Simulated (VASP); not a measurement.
Cu, 1 atom in the cell. It takes space group Im-3m (No. 229, cubic). The conventional cell has a = 2.832 Å, b = 2.832 Å, c = 2.832 Å, α = 90.00°, β = 90.00°, γ = 90.00°. Within 3.2 Å of Cu (site symmetry m-3m) lie 14 Cu at 2.45 to 2.83 Å. 

- Program: VASP 6.6.1
- Task: single point
- Functional: PBEsol
- Potentials or basis: VASP PAW PBE potentials, release 64 (Cu)
- Cutoff: 520 eV
- k mesh: 21 × 21 × 21
- Occupations: fermi-dirac, width 0.05 eV
- Spin: no spin polarisation
- Dipole correction: no
- Further INCAR settings: ALGO = Normal; EDIFF = 1e-07; NBANDS = 12

Potentials or basis: VASP PAW PBE potentials, release 64 (Cu).

Command:

```bash
$ cat potpaw_PBE.64/Cu/POTCAR > POTCAR
$ mpirun -np 1 vasp_std > vasp.out
```

Hardware: 1 thread of Intel Xeon 8259CL, on a shared host.

Q: Estimate the wall time of this run.

A: Run time: 49 s on 1 thread of Intel Xeon 8259CL (shared host), peak memory 0.15 GiB. Counts: scf iterations 12, k points 286.
